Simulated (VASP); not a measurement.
# Cs (Fm-3m) in VASP: a series of runs

Runs on Cs. Level: PBEsol. Tasks: single point.

Program: VASP 6.6.1. These are calculated values, not measurements. Logs are shortened: lines on timing, memory, paths and dates and some standing lists are left out, and cuts for length are marked.

**1. The cell of the first run**

It takes space group Fm-3m (No. 225, cubic). Conventional cell: a = 4.786 Å, b = 4.786 Å, c = 4.786 Å, α = 90.00°, β = 90.00°, γ = 90.00°. Cs (site symmetry m-3m) has 12 Cs at 3.38 Å within 4.4 Å.

This isn't the form of Cs at room conditions, which is bcc.

**2. Single point, PBEsol**

The input, INCAR:

```
SYSTEM = Cs
PREC = Accurate
ENCUT = 500
EDIFF = 1E-6
ISMEAR = 1
SIGMA = 0.05
LREAL = .FALSE.
LASPH = .TRUE.
NELM = 120
ALGO = Normal
ISIF = 2
LWAVE = .FALSE.
LCHARG = .FALSE.
GGA = PS
NBANDS = 10
GGA_COMPAT = .FALSE.
```

The input, KPOINTS:

```
Automatic mesh
0
G
  4 4 4
  0 0 0
```

The input, POSCAR:

```
Cs
1.0
    0.0000000000      2.3930461377      2.3930461377
    2.3930461377      0.0000000000      2.3930461377
    2.3930461377      2.3930461377      0.0000000000
Cs
1
Direct
    0.0000000000      0.0000000000      0.0000000000
```

Potentials or basis: VASP PAW PBE potentials, release 64 (Cs_sv).

Launch:

```bash
> cat potpaw_PBE.64/Cs_sv/POTCAR > POTCAR
> mpirun -np 1 vasp_std > vasp.out
```

OUTCAR:

```text
SYSTEM = Cs
   PREC = Accurate
   ENCUT = 500
   EDIFF = 1E-6
   ISMEAR = 1
   LREAL = .FALSE.
   LASPH = .TRUE.
   NELM = 120
   ISIF = 2
   GGA = PS

 ion  position               nearest neighbor table
   1  0.000  0.000  0.000-

  LATTYP: Found a face centered cubic cell.
 ALAT       =     4.7860922754

  Lattice vectors:

 A1 = (   0.0000000000,   2.3930461377,   2.3930461377)
 A2 = (   2.3930461377,   0.0000000000,   2.3930461377)
 A3 = (   2.3930461377,   2.3930461377,   0.0000000000)

Analysis of symmetry for initial positions (statically):
=====================================================================
 Subroutine PRICEL returns:
 Original cell was already a primitive cell.

 Routine SETGRP: Setting up the symmetry group for a
 face centered cubic supercell.

 Subroutine GETGRP returns: Found 48 space group operations
 (whereof 48 operations were pure point group operations)
 out of a pool of 48 trial point group operations.

The static configuration has the point symmetry O_h .

Analysis of symmetry for dynamics (positions and initial velocities):
=====================================================================
 Subroutine PRICEL returns:
 Original cell was already a primitive cell.

 Routine SETGRP: Setting up the symmetry group for a
 face centered cubic supercell.

 Subroutine GETGRP returns: Found 48 space group operations
 (whereof 48 operations were pure point group operations)
 out of a pool of 48 trial point group operations.

The dynamic configuration has the point symmetry O_h .

 Subroutine INISYM returns: Found 48 space group operations
 (whereof 48 operations are pure point group operations),
 and found     1 'primitive' translations

----------------------------------------------------------------------------------------

                                     Primitive cell

  volume of cell :      27.4084

  direct lattice vectors                    reciprocal lattice vectors
     0.000000000  2.393046138  2.393046138    -0.208938721  0.208938721  0.208938721
     2.393046138  0.000000000  2.393046138     0.208938721 -0.208938721  0.208938721
     2.393046138  2.393046138  0.000000000     0.208938721  0.208938721 -0.208938721

  length of vectors
     3.384278303  3.384278303  3.384278303     0.361892481  0.361892481  0.361892481

  position of ions in fractional coordinates (direct lattice)
     0.000000000  0.000000000  0.000000000

  ion indices of the primitive-cell ions
   primitive index   ion index
                 1           1

----------------------------------------------------------------------------------------

 KPOINTS: Automatic mesh

Automatic generation of k-mesh.
 Grid dimensions read from file:
 generate k-points for:    4    4    4

 Generating k-lattice:

  Cartesian coordinates                     Fractional coordinates (reciprocal lattice)
    -0.052234680  0.052234680  0.052234680     0.250000000  0.000000000  0.000000000
     0.052234680 -0.052234680  0.052234680     0.000000000  0.250000000  0.000000000
     0.052234680  0.052234680 -0.052234680     0.000000000  0.000000000  0.250000000

  Length of vectors
     0.090473120  0.090473120  0.090473120

  Shift w.r.t. Gamma in fractional coordinates (k-lattice)
     0.000000000  0.000000000  0.000000000

 Subroutine IBZKPT returns following result:
 ===========================================

 Found      8 irreducible k-points:

 Following reciprocal coordinates:
            Coordinates               Weight
  0.000000  0.000000  0.000000      1.000000
  0.250000  0.000000  0.000000      8.000000
  0.500000  0.000000  0.000000      4.000000
  0.250000  0.250000  0.000000      6.000000
  0.500000  0.250000  0.000000     24.000000
 -0.250000  0.250000  0.000000     12.000000
  0.500000  0.500000  0.000000      3.000000
 -0.250000  0.500000  0.250000      6.000000
   k-points           NKPTS =      8   k-points in BZ     NKDIM =      8   number of bands    NBANDS=     10
   number of dos      NEDOS =    301   number of ions     NIONS =      1
   total plane-waves  NPLWV =  21952
   dimension x,y,z NGX =    28 NGY =   28 NGZ =   28
   dimension x,y,z NGXF=    56 NGYF=   56 NGZF=   56
   ions per type =               1
   NGX,Y,Z   is equivalent  to a cutoff of  13.75, 13.75, 13.75 a.u.
   NGXF,Y,Z  is equivalent  to a cutoff of  27.51, 27.51, 27.51 a.u.
 SYSTEM =  Cs
   PREC   = accura    normal or accurate (medium, high low for compatibility)
   ISTART =      0    job   : 0-new  1-cont  2-samecut
   ICHARG =      2    charge: 1-file 2-atom 10-const
   ISPIN  =      1    spin polarized calculation?
   LNONCOLLINEAR =      F non collinear calculations
   LSORBIT =      F    spin-orbit coupling
   LASPH  =      T    aspherical Exc in radial PAW
   ENCUT  =  500.0 eV  36.75 Ry    6.06 a.u.   6.17  6.17  6.17*2*pi/ulx,y,z
   NELM   =    120;   NELMIN=  2; NELMDL= -5     # of ELM steps
   EDIFF  = 0.1E-05   stopping-criterion for ELM
   LREAL  =      F    real-space projection
   EDIFFG = 0.1E-04   stopping-criterion for IOM
   NSW    =      0    number of steps for IOM
   IBRION =     -1    ionic relax: 0-MD 1-quasi-New 2-CG
   NFREE  =      0    steps in history (QN), initial steepest desc. (CG)
   ISIF   =      2    stress and relaxation
   ISYM   =      2    0-nonsym 1-usesym 2-fastsym
   POTIM  = 0.5000    time-step for ionic-motion
   TEBEG  =    0.0;   TEEND  =   0.0 temperature during run
   PSTRESS=    0.0 pullay stress
   NELECT =       9.0000    total number of electrons
   NUPDOWN=      -1.0000    fix difference up-down
   EMIN   =  10.00;   EMAX   =-10.00  energy-range for DOS
   EFERMI =   0.00;   METHOD = LEGACY
   ISMEAR =     1;   SIGMA  =   0.05  broadening in eV -4-tet -1-fermi 0-gaus
   EFERMI_NEDOS =   21; number of points for ismear=-14 and -15
   IALGO  =     38    algorithm
   IMIX   =      4    mixing-type and parameters
     AMIX     =   0.40;   BMIX     =  1.00
     AMIX_MAG =   1.60;   BMIX_MAG =  1.00
  volume/ion in A,a.u.               =      27.41       184.96
  Fermi-wavevector in a.u.,A,eV,Ry     =   1.129435  2.134323 17.355912  1.275624
  Thomas-Fermi vector in A             =   2.266128
   LORBIT       =      0    0 simple, 1 ext, 2 COOP (PROOUT), +10 PAW based schemes
   GGA     = PS    functional components
   LHFCALC =     F    Hartree Fock is set to
   AEXX    =    0.0000 exact exchange contribution
   IVDW    =     0    specifies the selected vdW correction
   LEPSILON=     F    determine dielectric tensor
   LRPA    =     F    only Hartree local field effects (RPA)
 non-spin polarized calculation
 Methfessel and Paxton  Order N= 1 SIGMA  =   0.05
  energy-cutoff  :      500.00
  volume of cell :       27.41
 maximum number of plane-waves:       725
 NGX is ok and might be reduce to    28
   NGX = 13   NGY = 13   NGZ = 13

 number of electron       9.0000000 magnetization

 Free energy of the ion-electron system (eV)
  ---------------------------------------------------
  ext. energy  EPLUGINS =         0.00000000
  ---------------------------------------------------
  free energy    TOTEN  =         0.43677164 eV

  energy without entropy =        0.43762485  energy(sigma->0) =        0.43705604

 E-fermi :   6.8261     XC(G=0): -10.9454

 val. band max:        6.6852878009   @ k =   0.5000   0.2500   0.0000
 cond. band min:       6.8261599344   @ k =   0.5000   0.0000   0.0000
 fundamental gap:      0.1408721334
 Fermi energy:         6.8260705347

 k-point     1 :       0.0000    0.0000    0.0000
  band No.  band energies     occupation
      1     -18.0650      2.00000
      2      -1.1919      2.00000
      3      -1.1919      2.00000
      4      -1.1919      2.00000
      5       7.3748     -0.00000
      6      10.5383      0.00000
      7      10.5383      0.00000
      8      10.5383      0.00000
      9      14.5222      0.00000
     10      14.8507      0.00000

 k-point     2 :       0.2500    0.0000    0.0000
  band No.  band energies     occupation
      1     -17.4598      2.00000
      2      -4.3222      2.00000
      3      -1.5719      2.00000
      4      -1.5719      2.00000
      5       7.7163     -0.00000
      6      10.9275      0.00000
      7      10.9275      0.00000
      8      11.7804      0.00000
      9      14.1433      0.00000
     10      14.1433      0.00000

 k-point     3 :       0.5000    0.0000    0.0000
  band No.  band energies     occupation
      1     -16.6990      2.00000
      2      -6.7240      2.00000
      3      -1.8988      2.00000
      4      -1.8988      2.00000
      5       6.8262      0.99697
      6       9.9897      0.00000
      7       9.9897      0.00000
      8      13.1905      0.00000
      9      17.1970      0.00000
     10      18.4184      0.00000

 k-point     4 :       0.2500    0.2500    0.0000
  band No.  band energies     occupation
      1     -17.2550      2.00000
      2      -4.0350      2.00000
      3      -2.3658      2.00000
      4      -2.3658      2.00000
      5       7.3853     -0.00000
      6       7.8522      0.00000
      7      13.0716      0.00000
      8      13.5752      0.00000
      9      13.5752      0.00000
     10      16.2132      0.00000

 k-point     5 :       0.5000    0.2500    0.0000
  band No.  band energies     occupation
      1     -16.4792      2.00000
      2      -5.8910      2.00000
      3      -3.7702      2.00000
      4      -2.6566      2.00000
      5       6.6853      2.00050
      6       9.1732      0.00000
      7      12.4325      0.00000
      8      12.9280      0.00000
      9      18.3311      0.00000
     10      18.7077      0.00000

 k-point     6 :      -0.2500    0.2500    0.0000
  band No.  band energies     occupation
      1     -16.7424      2.00000
      2      -5.3683      2.00000
      3      -3.9656      2.00000
      4      -1.9405      2.00000
      5       8.2494      0.00000
      6      10.3997      0.00000
      7      11.2705      0.00000
      8      11.9100      0.00000
      9      13.4991      0.00000
     10      19.3119      0.00000

 k-point     7 :       0.5000    0.5000    0.0000
  band No.  band energies     occupation
      1     -16.2214      2.00000
      2      -6.2723      2.00000
      3      -3.2698      2.00000
      4      -3.2698      2.00000
      5       5.0567      2.00000
      6       5.8693      2.00000
      7      18.1472      0.00000
      8      18.6732      0.00000
      9      19.7354      0.00000
     10      19.7435      0.00000

 k-point     8 :      -0.2500    0.5000    0.2500
  band No.  band energies     occupation
      1     -16.2007      2.00000
      2      -5.0768      2.00000
      3      -5.0768      2.00000
      4      -3.7326      2.00000
      5       7.8016     -0.00000
      6      10.4795      0.00000
      7      10.4795      0.00000
      8      12.3237      0.00000
      9      19.8130      0.00000
     10      21.0116      0.00000

------------------------ aborting loop because EDIFF is reached ----------------------------------------

  FORCE on cell =-STRESS in cart. coord.  units (eV):
  Direction    XX          YY          ZZ          XY          YZ          ZX
  --------------------------------------------------------------------------------------
  -------------------------------------------------------------------------------------
  Total        2.7286300      2.7286300      2.7286300      0.0000000     -0.0000000      0.0000000
  in kB      159.5041645    159.5041645    159.5041645      0.0000000     -0.0000000      0.0000000
  external PRESSURE =     159.5041645 kB  Pullay stress =       0.0000000 kB

 VOLUME and BASIS-vectors are now :
 -----------------------------------------------------------------------------
  energy-cutoff  :      500.00
  volume of cell :       27.41
      direct lattice vectors                 reciprocal lattice vectors
     0.000000000  2.393046138  2.393046138    -0.208938721  0.208938721  0.208938721
     2.393046138  0.000000000  2.393046138     0.208938721 -0.208938721  0.208938721
     2.393046138  2.393046138  0.000000000     0.208938721  0.208938721 -0.208938721

 POSITION                                       TOTAL-FORCE (eV/Angst)
 -----------------------------------------------------------------------------------
      0.00000      0.00000      0.00000         0.000000      0.000000     -0.000000
 -----------------------------------------------------------------------------------
    total drift:                                0.000000      0.000000      0.000000

  FREE ENERGIE OF THE ION-ELECTRON SYSTEM (eV)
  ---------------------------------------------------
  free  energy   TOTEN  =         0.4367716418 eV

  energy  without entropy=        0.4376248496  energy(sigma->0) =        0.43705604
```

Wall time 3.4 s (1 thread of Intel Xeon Platinum 8488C (Sapphire Rapids), shared host); peak memory 0.14 GiB.

What came out:

```
Free energy            : 0.4368 eV
Pressure               : 16.0 GPa
Band gap on the k mesh : zero (an odd number of electrons rules out a gap without spin polarisation)
```

Caveat: the k points lie up to 0.57 Å⁻¹ apart, too coarse for converged energies and pressures of a metal; the PAW data sets were made with another functional, which shifts forces and pressure a little; spin-orbit coupling is left out, which moves the levels of the heavy elements.

**3. Single point, PBEsol**

This run uses another cell than the first one, of 23.70 Å³/atom.

INCAR: that of step 2 with these lines changed.

```diff
@@ -12,4 +12,6 @@
 LWAVE = .FALSE.
-LCHARG = .FALSE.
+LCHARG = .TRUE.
 GGA = PS
+LELF = .TRUE.
+LVHAR = .TRUE.
 NBANDS = 10
```

The input, KPOINTS:

```
regular mesh
0
G
  4 4 4
  0 0 0
```

The input, POSCAR:

```
Cs
1.0
    0.0000000000      2.2798713435      2.2798713435
    2.2798713435      0.0000000000      2.2798713435
    2.2798713435      2.2798713435      0.0000000000
Cs
1
Direct
    0.0000000000      0.0000000000      0.0000000000
```

Potentials or basis: VASP PAW PBE potentials, release 64 (Cs_sv).

Launch:

```bash
> cat potpaw_PBE.64/Cs_sv/POTCAR > POTCAR
> mpirun -np 1 vasp_std > vasp.out
```

Run time: 3.8 s. Hardware: 1 thread of Intel Xeon Platinum 8488C (Sapphire Rapids), shared host; peak memory 0.13 GiB.

Results (log left out):

```
Free energy            : 0.9872 eV
Pressure               : 33.9 GPa
Band gap on the k mesh : zero (an odd number of electrons rules out a gap without spin polarisation)
```

Levels at points of the mesh, in eV from the Fermi level:
```
           k point  band 2  band 3  band 4  band 5  band 6  band 7
(0.00, 0.00, 0.00)   -7.55   -7.55   -7.55    1.67    3.68    3.68
(0.50, 0.00, 0.00)  -14.72   -8.49   -8.49    0.00    3.03    3.03
(0.50, 0.50, 0.00)  -14.14  -10.32  -10.32   -2.38   -1.64   13.12
```

Caveat: the k points lie up to 0.60 Å⁻¹ apart, too coarse for converged energies and pressures of a metal; the PAW data sets were made with another functional, which shifts forces and pressure a little; spin-orbit coupling is left out, which moves the levels of the heavy elements.

**4. Single point, PBEsol**

This run uses another cell than the first one, of 21.75 Å³/atom.

The input, INCAR:

```
SYSTEM = Cs
ALGO = Normal
EDIFF = 1E-6
ENCUT = 500
GGA = PS
GGA_COMPAT = .FALSE.
ISIF = 2
ISMEAR = 1
LASPH = .TRUE.
LCHARG = .FALSE.
LREAL = .FALSE.
LWAVE = .FALSE.
NBANDS = 10
NELM = 120
PREC = Accurate
SIGMA = 0.05
```

The input, KPOINTS:

```
k-points
0
G
  4 4 4
  0 0 0
```

The input, POSCAR:

```
Cs
1.0
    0.0000000000      2.2155619287      2.2155619287
    2.2155619287      0.0000000000      2.2155619287
    2.2155619287      2.2155619287      0.0000000000
Cs
1
Direct
    0.0000000000      0.0000000000      0.0000000000
```

Launch:

```bash
> cat potpaw_PBE.64/Cs_sv/POTCAR > POTCAR
> mpirun -np 1 vasp_std > vasp.out
```

It took 2.6 s on 1 thread of Intel Xeon Platinum 8488C (Sapphire Rapids), shared host; peak memory 0.13 GiB.

The run converged. Its results:

| Item | Value |
| --- | --- |
| Free energy | 1.4711 eV |
| Pressure | 48.1 GPa |
| Band gap on the k mesh | zero (an odd number of electrons rules out a gap without spin polarisation) |

Levels at points of the mesh, in eV from the Fermi level:
```csv
k point,band 1,band 2,band 3,band 4,band 5,band 6,band 7,band 8
"(0.00, 0.00, 0.00)",-26.27,-6.91,-6.91,-6.91,2.80,3.95,3.95,3.95
"(0.50, 0.00, 0.00)",-23.86,-15.21,-8.03,-8.03,0.34,3.24,3.24,6.79
"(0.50, 0.50, 0.00)",-22.96,-14.55,-10.19,-10.19,-2.47,-1.79,14.24,15.20
```

Caveat: the k points lie up to 0.61 Å⁻¹ apart, too coarse for converged energies and pressures of a metal; the PAW data sets were made with another functional, which shifts forces and pressure a little; spin-orbit coupling is left out, which moves the levels of the heavy elements.

**5. Summary**

| cell | gap on the mesh (eV) | pressure (GPa) |
| --- | --- | --- |
| a = 3.384 Å, angles 60.0°, 1 atom | none | 16.0 |
| a = 3.224 Å, angles 60.0°, 1 atom | none | 33.9 |
| a = 3.133 Å, angles 60.0°, 1 atom | none | 48.1 |

Alike in all rows: task single point; level PBEsol; potentials or basis VASP PAW PBE potentials, release 64 (Cs_sv); no spin polarisation; k mesh 4 × 4 × 4; cutoff (eV) 500; smearing methfessel-paxton 0.05 eV.

Caveats: all runs use coarse meshes; the PAW data sets were made with another functional, which shifts forces and pressure a little; spin-orbit coupling is left out, which moves the levels of the heavy elements.

Absolute energies hang on the potentials; compare differences alone.
